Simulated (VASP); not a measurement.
Here is a VASP 6.6.1 calculation.

The input INCAR:

```
SYSTEM = MgO
ALGO = Normal
EDIFF = 1E-6
ENCUT = 520
GGA = PS
ISIF = 2
ISMEAR = -1
LASPH = .TRUE.
LCHARG = .TRUE.
LELF = .TRUE.
LREAL = .FALSE.
LVHAR = .TRUE.
LWAVE = .FALSE.
NBANDS = 11
NELM = 60
PREC = Accurate
SIGMA = 0.02
```

KPOINTS

```
k-points
0
G
  8 8 8
  0 0 0
```

Contents of POSCAR:

```
MgO
1.0
    2.6334476244      0.0000000000      0.0000000000
    0.0000000000      2.6334476244      0.0000000000
    0.0000000000      0.0000000000      2.6334476244
Mg O
1 1
Direct
    0.0000000000      0.0000000000      0.0000000000
    0.5000000000      0.5000000000      0.5000000000
```

Potentials or basis: VASP PAW PBE potentials, release 64 (Mg, O).

Command:

```console
$ cat potpaw_PBE.64/Mg/POTCAR potpaw_PBE.64/O/POTCAR > POTCAR
$ mpirun -np 1 vasp_std > vasp.out
```

Predict the band gap on the k mesh.

2.47 eV (least direct gap 3.48 eV).

Estimate the pressure.

-0.6 GPa.

Caveat: the PAW data sets were made with another functional, which shifts forces and pressure a little. A k mesh can miss the band edges.
